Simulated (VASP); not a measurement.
The system is Al.

```
Al
1.0
     4.54395    0.00000    0.00000
    -2.27197    3.93517    0.00000
     0.00000    0.00000    2.78544
Al
3
Cartesian
  0.0000 0.0000 0.0000
  0.0000 2.6234 1.3927
  2.2720 1.3117 1.3927
```

```yaml
Program: VASP 6.6.1
Task: relaxation of cell and atoms
Functional: RPBE
Potentials_or_basis: VASP PAW PBE potentials, release 64 (Al)
Cutoff: 600 eV
k_mesh: 8 × 8 × 11
Occupations: fermi-dirac, width 0.1 eV
Spin: no spin polarisation
```

At the start: pressure 3.8 GPa; volume 16.60 Å³/atom.

Problem. How do energy, volume and symmetry change on relaxing?

Solution. Over 7 steps the energy falls by 10.2 meV/atom and the volume is 17.51 Å³/atom (+5.4 %); space group P6/mmm (No. 191, to 0.05 Å).

The path:
```csv
step,energy change (eV),largest force (eV/Å),pressure (GPa),volume (Å³)
1,0.0000,0.0000,3.81,49.81
2,-0.0297,0.0000,-0.33,52.71
3,-0.0300,0.0000,0.00,52.45
4,-0.0300,0.0000,-0.07,52.50
5,-0.0302,0.0000,-0.07,52.51
6,-0.0305,0.0000,-0.07,52.52
7,-0.0305,0.0000,-0.07,52.52
```

Final structure:
```
CELL_PARAMETERS angstrom
4.60948 0.00000 0.00000
-2.30474 3.99193 0.00000
0.00000 0.00000 2.85410
ATOMIC_POSITIONS crystal
Al 0.00000 0.00000 0.00000
Al 0.33333 0.66667 0.50000
Al 0.66667 0.33333 0.50000
```

Caveat: the PAW data sets were made with another functional, which shifts forces and pressure a little.
